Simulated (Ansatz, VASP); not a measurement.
Two plane-wave programs on InP

```
In P
1.0
     0.00000    2.98000    2.98000
     2.98000    0.00000    2.98000
     2.98000    2.98000    0.00000
In P
1 1
Cartesian
  0.0000 0.0000 0.0000
  1.4900 1.4900 1.4900
```

Alike in both runs: task single point; functional PBE; k mesh 8 × 8 × 8; occupations fermi-dirac, width 0.1 eV; no spin polarisation.

|  | VASP | Ansatz |
| --- | --- | --- |
| version | VASP 6.6.1 | Ansatz 0.2.0 development build |
| potentials or method | VASP PAW PBE potentials, release 64 (In_d, P) | plane waves, PAW datasets (hand-made set) |
| plane-wave cutoff (eV) | 520 | 710 |
| valence electrons in the cell | 18 | 26 |

```tsv
	VASP	Ansatz	Ansatz less VASP
gap on the k mesh at the Fermi level (eV)	0.44	0.44	+0.003
```

The functional is the same, so the differences come from potentials, cutoffs and numerics. VASP's potentials hold 18 valence electrons a cell and Ansatz's 26, so a difference there can come from the potentials and not from the codes.
